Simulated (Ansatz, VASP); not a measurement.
Two plane-wave programs on P

INCAR

```
SYSTEM = P
ALGO = Normal
DIPOL = 0.5 0.5 0.370
EDIFF = 1E-6
ENCUT = 520
GGA = PE
IDIPOL = 3
ISIF = 2
ISMEAR = 0
IVDW = 12
LASPH = .TRUE.
LCHARG = .FALSE.
LDIPOL = .TRUE.
LREAL = .FALSE.
LWAVE = .FALSE.
NBANDS = 18
NELM = 100
PREC = Accurate
SIGMA = 0.05
```

KPOINTS

```
k-points
0
G
  9 9 1
  0 0 0
```

The input POSCAR:

```
P
1.0
    3.2540552129      0.0000000000      0.0000000000
   -1.6270276064      2.8180944797      0.0000000000
    0.0000000000      0.0000000000     19.9904919088
P
4
Direct
    0.3333333333      0.6666666667      0.2873989285
    0.6666666667      0.3333333333      0.2251070169
    0.5000000000      1.3333333333      0.5152695569
    0.8333333333      1.0000000000      0.4529776454
```

Input for Ansatz:

```yaml
crystal:
  lattice:
    - [3.2540552129, 0.0, 0.0]
    - [-1.6270276064, 2.8180944797, 0.0]
    - [0.0, 0.0, 19.9904919088]
  atoms:
    - { symbol: P, position: [0.3333333333, 0.6666666667, 0.2873989285] }
    - { symbol: P, position: [0.6666666667, 0.3333333333, 0.2251070169] }
    - { symbol: P, position: [0.5, 1.3333333333, 0.5152695569] }
    - { symbol: P, position: [0.8333333333, 1.0, 0.4529776454] }
basis:
  ecutwfc: 420
kpoints:
  mp_grid: { grid: [9, 9, 1] }
hamiltonian:
  xc: pbe
  dispersion: d3bj
scf:
  occupations: { method: gaussian, width: 0.05 }
output:
  forces: true
  eigenvalues: true
efield:
  axis: 3
  dipole_correction: true
  ramp_width: 0.04
```

Alike in both runs: task single point; functional PBE; dispersion D3(BJ); k mesh 9 × 9 × 1; occupations gaussian, width 0.05 eV; no spin polarisation.

```csv
,VASP,Ansatz
version,VASP 6.6.1,Ansatz 0.2.0
potentials or method,"VASP PAW PBE potentials, release 64 (P), cutoff 520 eV","scalar-relativistic, plane waves, PAW"
valence electrons in the cell,20,20
```

VASP gave:

| Item | Value |
| --- | --- |
| gap on the k mesh at the Fermi level (eV) | 1.16 |
| least direct gap on the mesh (eV) | 1.64 |
| rms of the force components (eV/Å) | 0.074 |

**Question.** What did Ansatz give for the same quantities?

**Answer.** gap on the k mesh at the Fermi level (eV): 1.12; least direct gap on the mesh (eV): 1.60; rms of the force components (eV/Å): 0.025.

Atom by atom the forces differ by 0.053 eV/Å (rms over components).
